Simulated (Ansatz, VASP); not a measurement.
**Two plane-wave programs on Cu**

```
Cu
1.0
    -1.40672    1.40672    1.37608
     1.40672   -1.40672    1.37608
     1.40672    1.40672   -1.37608
Cu
1
Direct
  0.00000 0.00000 0.00000
```

Change from the starting cell: strain -0.025 along x and y, +0.000 along z, atoms carried along.

Alike in both runs: task single point; functional r2SCAN; k mesh 24 × 24 × 24; occupations gaussian, width 0.15 eV; no spin polarisation.

|  | VASP | Ansatz |
| --- | --- | --- |
| version | VASP 6.6.1 | Ansatz 0.2.0 |
| potentials or method | VASP PAW PBE potentials, release 64 (Cu), cutoff 520 eV | scalar-relativistic, plane waves, PAW |
| valence electrons in the cell | 11 | 19 |

```tsv
	VASP	Ansatz	Ansatz less VASP
gap on the k mesh at the Fermi level (eV)	none	none	-
pressure (GPa)	10.2	9.6	-0.64
traceless stress, the component that is largest in VASP (GPa)	0.02	0.05	+0.034
```

VASP's potentials were made for PBE, not for r2SCAN. A gap of «none» marks a metal or a gap that the smearing closes. The functional is the same, so the differences come from potentials, cutoffs and numerics. VASP's potentials hold 11 valence electrons a cell and Ansatz's 19, so a difference there can come from the potentials and not from the codes.
